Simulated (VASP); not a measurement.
# C (P6_3/mmc) in VASP: further runs, part 2 of 2

VASP 6.6.1. The steps go on from the part before.

## 5. Single point, PBE

This run uses another cell than the first one, of 10.50 Å³/atom, 0.926 times its volume.

Input file INCAR:

```
  ALGO = Normal
  EDIFF = 1E-6
  ENCUT = 520
  GGA = PE
  ISIF = 2
  ISMEAR = -1
  LASPH = True
  LCHARG = False
  LREAL = False
  LWAVE = False
  NBANDS = 11
  NELM = 100
  PREC = Accurate
  SIGMA = 0.1
```

Input file KPOINTS:

```
k-points
0
Gamma
  34 34 7
```

Input file POSCAR:

```
C
1.0
    1.7194884319      0.0000000000      0.0000000000
   -0.8597442159      1.4891206635      0.0000000000
    0.0000000000      0.0000000000      8.1983522284
C
2
Direct
    0.3333333333      0.6666666667      0.2500000000
    0.6666666667      0.3333333333      0.7500000000
```

Potentials or basis: VASP PAW PBE potentials, release 64 (C).

Started as:

```
$ cat potpaw_PBE.64/C/POTCAR > POTCAR
$ mpirun -np 1 vasp_std > vasp.out
```

OUTCAR:

```text
EDIFF = 1E-6
   ENCUT = 520
   GGA = PE
   ISIF = 2
   ISMEAR = -1
   LASPH = True
   LREAL = False
   NELM = 100
   PREC = Accurate

 ion  position               nearest neighbor table
   1  0.333  0.667  0.250-
   2  0.667  0.333  0.750-

  LATTYP: Found a hexagonal cell.
 ALAT       =     1.7194884319
 C/A-ratio  =     4.7679019389

  Lattice vectors:

 A1 = (   1.7194884319,   0.0000000000,   0.0000000000)
 A2 = (  -0.8597442159,   1.4891206635,   0.0000000000)
 A3 = (   0.0000000000,   0.0000000000,   8.1983522284)

Analysis of symmetry for initial positions (statically):
=====================================================================
 Subroutine PRICEL returns:
 Original cell was already a primitive cell.

 Routine SETGRP: Setting up the symmetry group for a
 hexagonal supercell.

 Subroutine GETGRP returns: Found 24 space group operations
 (whereof 12 operations were pure point group operations)
 out of a pool of 24 trial point group operations.

The static configuration has the point symmetry D_3d.
 The point group associated with its full space group is D_6h.

Analysis of symmetry for dynamics (positions and initial velocities):
=====================================================================
 Subroutine PRICEL returns:
 Original cell was already a primitive cell.

 Routine SETGRP: Setting up the symmetry group for a
 hexagonal supercell.

 Subroutine GETGRP returns: Found 24 space group operations
 (whereof 12 operations were pure point group operations)
 out of a pool of 24 trial point group operations.

The dynamic configuration has the point symmetry D_3d.
 The point group associated with its full space group is D_6h.

 Subroutine INISYM returns: Found 24 space group operations
 (whereof 12 operations are pure point group operations),
 and found     1 'primitive' translations

----------------------------------------------------------------------------------------
[... 119 lines left out ...]
   LHFCALC =     F    Hartree Fock is set to
   AEXX    =    0.0000 exact exchange contribution
   IVDW    =     0    specifies the selected vdW correction
   LEPSILON=     F    determine dielectric tensor
   LRPA    =     F    only Hartree local field effects (RPA)
 non-spin polarized calculation
  energy-cutoff  :      520.00
  volume of cell :       20.99
 maximum number of plane-waves:       583
 NGX is ok and might be reduce to    14
   NGX =  7   NGY =  7   NGZ = 31

 number of electron       7.9999999 magnetization

 Free energy of the ion-electron system (eV)
  ---------------------------------------------------
  ext. energy  EPLUGINS =         0.00000000
  ---------------------------------------------------
  free energy    TOTEN  =       -10.58422949 eV

  energy without entropy =      -10.56194937  energy(sigma->0) =      -10.57308943

 E-fermi :   4.0772     XC(G=0):  -9.4165

 val. band max:        4.0677006896   @ k =   0.2647   0.1765   0.0000
 cond. band min:       4.0839439111   @ k =   0.3235   0.1176   0.1429
 fundamental gap:      0.0162432216
 Fermi energy:         4.0772410159

 k-point     1 :       0.0000    0.0000    0.0000
  band No.  band energies     occupation
      1     -17.1909      2.00000
      2     -17.1471      2.00000
      3      -4.7279      2.00000
      4      -4.1387      2.00000
      5       6.7997      0.00000
      6      10.8081      0.00000
      7      14.6160      0.00000
      8      20.1994      0.00000
      9      20.1994      0.00000
     10      20.2037      0.00000
     11      20.2037      0.00000
[... 309 lines left out ...]
 k-point    24 :       0.1765    0.0294    0.0000
  band No.  band energies     occupation
      1     -15.3056      2.00000
      2     -15.2668      2.00000
      3      -2.4659      2.00000
      4      -1.9151      2.00000
      5       8.9775      0.00000
      6      13.0693      0.00000
      7      13.5004      0.00000
      8      14.6724      0.00000
      9      17.3295      0.00000
     10      17.4253      0.00000
     11      18.2258      0.00000

 [... further k-points ...]

------------------------ aborting loop because EDIFF is reached ----------------------------------------

  FORCE on cell =-STRESS in cart. coord.  units (eV):
  Direction    XX          YY          ZZ          XY          YZ          ZX
  --------------------------------------------------------------------------------------
  -------------------------------------------------------------------------------------
  Total       -0.0341706     -0.0341706     -0.0172806     -0.0000000     -0.0000000      0.0000000
  in kB       -2.6079993     -2.6079993     -1.3189075     -0.0000000     -0.0000000      0.0000000
  external PRESSURE =      -2.1783020 kB  Pullay stress =       0.0000000 kB

 VOLUME and BASIS-vectors are now :
 -----------------------------------------------------------------------------
  energy-cutoff  :      520.00
  volume of cell :       20.99
      direct lattice vectors                 reciprocal lattice vectors
     1.719488432  0.000000000  0.000000000     0.581568321  0.335768627  0.000000000
    -0.859744216  1.489120664  0.000000000     0.000000000  0.671537253  0.000000000
     0.000000000  0.000000000  8.198352228     0.000000000  0.000000000  0.121975730

 POSITION                                       TOTAL-FORCE (eV/Angst)
 -----------------------------------------------------------------------------------
     -0.00000      0.99275      2.04959         0.000000     -0.000000      0.000000
      0.85974      0.49637      6.14876        -0.000000      0.000000      0.000000
 -----------------------------------------------------------------------------------
    total drift:                               -0.000000      0.000000     -0.000000

  FREE ENERGIE OF THE ION-ELECTRON SYSTEM (eV)
  ---------------------------------------------------
  free  energy   TOTEN  =       -10.5842294918 eV

  energy  without entropy=      -10.5619493707  energy(sigma->0) =      -10.57308943
```

Wall time 53 s (1 thread of Intel Xeon Platinum 8488C (Sapphire Rapids), shared host); peak memory 0.19 GiB.

Results:

```
Free energy            : -10.5842 eV
Pressure               : -0.2 GPa
Band gap on the k mesh : zero (band 4 reaches 4.91 eV, above the bottom of band 5 at 3.54 eV)
```

Caveat: this functional lacks dispersion, which binds the layers, so the pressure and a relaxed spacing across them are unreliable.

## 6. Single point, PBE, non-collinear spin, zero start, spin-orbit coupling

This run uses another cell than the first one, of 10.50 Å³/atom, 0.926 times its volume.

Input file INCAR:

```
PREC = Accurate ; ENCUT = 520
EDIFF = 1E-6 ; ISMEAR = -1
SIGMA = 0.1 ; LREAL = F
LASPH = T ; NELM = 150
ALGO = Normal ; ISIF = 2
LWAVE = F ; LCHARG = T
LNONCOLLINEAR = T ; MAGMOM = 0 0 0 0 0 0
LORBIT = 11 ; LSORBIT = T
GGA_COMPAT = F ; LORBMOM = T
GGA = PE ; LVHAR = T
NBANDS = 20
```

Input file KPOINTS:

```
regular mesh
0
Gamma
  21 21 4
```

POSCAR is that of step 5.

Potentials or basis: VASP PAW PBE potentials, release 64 (C).

Started as:

```
$ cat potpaw_PBE.64/C/POTCAR > POTCAR
$ mpirun -np 1 vasp_ncl > vasp.out
```

Run time: 91 s. Hardware: 1 thread of Intel Xeon Platinum 8488C (Sapphire Rapids), shared host; peak memory 0.22 GiB.

It converged, with:

```
Free energy                                           : -10.5936 eV
Pressure                                              : -0.6 GPa
Net moment                                            : 0.00 μB per cell
Valence electrons inside the program's atomic spheres : C 2.26
```

Stress tensor (GPa, compression positive):
```
-0.93  0.00  0.00
 0.00 -0.93  0.00
 0.00  0.00 -0.07
```

Moments on the atoms (μB; x, y, z):
```
C   0.00 0.00 0.00
C   0.00 0.00 0.00
```

Caveat: this functional lacks dispersion, which binds the layers, so the pressure and a relaxed spacing across them are unreliable.

## 7. Single point, PBE

This run uses another cell than the first one, of 10.50 Å³/atom, 0.926 times its volume.

Input file INCAR:

```
SYSTEM = C
PREC = Accurate
ENCUT = 520
EDIFF = 1E-7
ISMEAR = -1
SIGMA = 0.1
LREAL = .False.
LASPH = .True.
NELM = 100
ALGO = Normal
ISIF = 2
LWAVE = .False.
LCHARG = .False.
GGA = PE
NBANDS = 11
```

Input file KPOINTS:

```
Automatic mesh
0
Gamma
  11 11 2
  0 0 0
```

Input file POSCAR:

```
C
1.0
    1.7194884368      0.0000000000      0.0000000000
   -0.8597442184      1.4891206678      0.0000000000
    0.0000000000      0.0000000000      8.1983523440
C
2
Direct
    0.3333333333      0.6666666667      0.2500000000
    0.6666666667      0.3333333333      0.7500000000
```

Potentials or basis: VASP PAW PBE potentials, release 64 (C).

Started as:

```
$ cat potpaw_PBE.64/C/POTCAR > POTCAR
$ mpirun -np 1 vasp_std > vasp.out
```

OUTCAR:

```text
SYSTEM = C
   PREC = Accurate
   ENCUT = 520
   EDIFF = 1E-7
   ISMEAR = -1
   LREAL = .False.
   LASPH = .True.
   NELM = 100
   ISIF = 2
   GGA = PE

 ion  position               nearest neighbor table
   1  0.333  0.667  0.250-
   2  0.667  0.333  0.750-

  LATTYP: Found a hexagonal cell.
 ALAT       =     1.7194884368
 C/A-ratio  =     4.7679019926

  Lattice vectors:

 A1 = (   1.7194884368,   0.0000000000,   0.0000000000)
 A2 = (  -0.8597442184,   1.4891206678,   0.0000000000)
 A3 = (   0.0000000000,   0.0000000000,   8.1983523440)

Analysis of symmetry for initial positions (statically):
=====================================================================
 Subroutine PRICEL returns:
 Original cell was already a primitive cell.

 Routine SETGRP: Setting up the symmetry group for a
 hexagonal supercell.

 Subroutine GETGRP returns: Found 24 space group operations
 (whereof 12 operations were pure point group operations)
 out of a pool of 24 trial point group operations.

The static configuration has the point symmetry D_3d.
 The point group associated with its full space group is D_6h.
[... 171 lines left out ...]
      1     -17.2225      2.00000
      2     -17.1790      2.00000
      3      -4.7381      2.00000
      4      -4.1515      2.00000
      5       6.8084      0.00000
      6      10.8143      0.00000
      7      14.6172      0.00000
      8      20.1648      0.00000
      9      20.1648      0.00000
     10      20.1691      0.00000
     11      20.1691      0.00000
[... 309 lines left out ...]
 k-point    24 :       0.1818    0.0909    0.5000
  band No.  band energies     occupation
      1     -14.2815      2.00000
      2     -14.2815      2.00000
      3      -1.0002      2.00000
      4      -1.0002      2.00000
      5      10.9443      0.00000
      6      10.9443      0.00000
      7      13.3606      0.00000
      8      13.3606      0.00000
      9      15.2395      0.00000
     10      15.2395      0.00000
     11      22.0590      0.00000

 [... further k-points ...]

------------------------ aborting loop because EDIFF is reached ----------------------------------------

  FORCE on cell =-STRESS in cart. coord.  units (eV):
  Direction    XX          YY          ZZ          XY          YZ          ZX
  --------------------------------------------------------------------------------------
  -------------------------------------------------------------------------------------
  Total        0.0122630      0.0122630     -0.0700108     -0.0000000      0.0000000      0.0000000
  in kB        0.9359465      0.9359465     -5.3434286     -0.0000000      0.0000000      0.0000000
  external PRESSURE =      -1.1571786 kB  Pullay stress =       0.0000000 kB

 VOLUME and BASIS-vectors are now :
 -----------------------------------------------------------------------------
  energy-cutoff  :      520.00
  volume of cell :       20.99
      direct lattice vectors                 reciprocal lattice vectors
     1.719488437  0.000000000  0.000000000     0.581568319  0.335768626  0.000000000
    -0.859744218  1.489120668  0.000000000     0.000000000  0.671537251  0.000000000
     0.000000000  0.000000000  8.198352344     0.000000000  0.000000000  0.121975729

 POSITION                                       TOTAL-FORCE (eV/Angst)
 -----------------------------------------------------------------------------------
     -0.00000      0.99275      2.04959         0.000000      0.000000      0.000000
      0.85974      0.49637      6.14876        -0.000000     -0.000000      0.000000
 -----------------------------------------------------------------------------------
    total drift:                               -0.000000      0.000000     -0.000000

  FREE ENERGIE OF THE ION-ELECTRON SYSTEM (eV)
  ---------------------------------------------------
  free  energy   TOTEN  =       -10.5157550014 eV

  energy  without entropy=      -10.4826464071  energy(sigma->0) =      -10.49920070
```

OSZICAR:

```text
N       E                     dE             d eps       ncg     rms          rms(c)
DAV:   1     0.166993976512E+02    0.16699E+02   -0.43465E+03   747   0.639E+02
DAV:   2    -0.978220103687E+01   -0.26482E+02   -0.24771E+02   963   0.122E+02
DAV:   3    -0.106574532517E+02   -0.87525E+00   -0.86349E+00   846   0.184E+01
DAV:   4    -0.106619053274E+02   -0.44521E-02   -0.44517E-02   803   0.161E+00
DAV:   5    -0.106619263458E+02   -0.21018E-04   -0.21018E-04   833   0.110E-01    0.282E+00
DAV:   6    -0.105507798632E+02    0.11115E+00   -0.76094E-02   722   0.154E+00    0.166E+00
DAV:   7    -0.105146262299E+02    0.36154E-01   -0.98992E-02   725   0.175E+00    0.324E-01
DAV:   8    -0.105156351718E+02   -0.10089E-02   -0.27442E-03   710   0.364E-01    0.400E-02
DAV:   9    -0.105156956945E+02   -0.60523E-04   -0.33752E-05   808   0.469E-02    0.255E-02
DAV:  10    -0.105157554426E+02   -0.59748E-04   -0.78862E-05   710   0.584E-02    0.829E-03
DAV:  11    -0.105157548842E+02    0.55842E-06   -0.52232E-07   776   0.548E-03    0.134E-03
DAV:  12    -0.105157550364E+02   -0.15224E-06   -0.22276E-07   698   0.347E-03    0.339E-04
DAV:  13    -0.105157550014E+02    0.34970E-07   -0.65094E-09   432   0.511E-04
   1 F= -.10515755E+02 E0= -.10499201E+02  d E =-.331086E-01
```

Wall time 8.4 s (1 thread of Intel Xeon 6975P-C, shared host); peak memory 0.13 GiB.

Results:

* Free energy: -10.5158 eV
* Pressure: -0.1 GPa
* Band gap on the k mesh: zero (band 4 reaches 4.47 eV, above the bottom of band 5 at 4.16 eV)

Caveat: the k points lie up to 0.38 Å⁻¹ apart; this functional lacks dispersion, which binds the layers, so the pressure and a relaxed spacing across them are unreliable.

## 8. Summary

| task | spin | cell | k mesh | cutoff (eV) | gap on the mesh (eV) | pressure (GPa) |
| --- | --- | --- | --- | --- | --- | --- |
| single point | off | a = 1.764, b = 1.764, c = 8.411 Å, angles 90.0, 90.0, 120.0°, 2 atoms | 23 × 23 × 5 | 520 | none | -4.4 |
| single point | off | a = 1.786, b = 1.786, c = 8.514 Å, angles 90.0, 90.0, 120.0°, 2 atoms | 23 × 23 × 5 | 520 | none | -6.4 |
| relaxation of cell and atoms | off | relaxed from a = 2.107, b = 2.107, c = 3.441 Å, angles 90.0, 90.0, 120.0°, 2 atoms | 17 × 17 × 9 | 600 | none | -0.1 |
| single point | off | a = 1.719, b = 1.719, c = 8.198 Å, angles 90.0, 90.0, 120.0°, 2 atoms | 34 × 34 × 7 | 520 | none | -0.2 |
| single point | non-collinear, zero start, SOC | a = 1.719, b = 1.719, c = 8.198 Å, angles 90.0, 90.0, 120.0°, 2 atoms | 21 × 21 × 4 | 520 | - | -0.6 |
| single point | off | a = 1.719, b = 1.719, c = 8.198 Å, angles 90.0, 90.0, 120.0°, 2 atoms | 11 × 11 × 2 | 520 | none | -0.1 |

Alike in all rows: level PBE; potentials or basis VASP PAW PBE potentials, release 64 (C); smearing fermi-dirac 0.1 eV.

Caveats: some runs use coarse meshes; this functional lacks dispersion, which binds the layers, so the pressure and a relaxed spacing across them are unreliable (some runs).

Absolute energies hang on the potentials; compare differences alone.
